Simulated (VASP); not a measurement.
The system is Y.

```xyz
1
Lattice="0.0000 2.5520 2.5520 2.5520 0.0000 2.5520 2.5520 2.5520 0.0000" Properties=species:S:1:pos:R:3 pbc="T T T"
Y     0.0000    0.0000    0.0000
```

This isn't the form of Y at room conditions, which is hcp.

Base run:

* Program: VASP 6.6.1
* Functional: PBEsol
* Potentials or basis: VASP PAW PBE potentials, release 64 (Y_sv)
* Cutoff: 520 eV
* k mesh: 12 × 12 × 12
* Occupations: fermi-dirac, width 0.03 eV
* Spin: no spin polarisation

Its results: band gap on the k mesh zero (an odd number of electrons rules out a gap without spin polarisation); pressure -2.9 GPa.

The run is repeated on the same cell with these changes: functional from PBEsol to PBE. What comes out?

Band gap on the k mesh zero (an odd number of electrons rules out a gap without spin polarisation); pressure -1.1 GPa.

PBE binds less tightly than PBEsol, so the same cell stands under more pressure.

Caveats: the PAW data sets were made with another functional, which shifts forces and pressure a little (at least some runs).
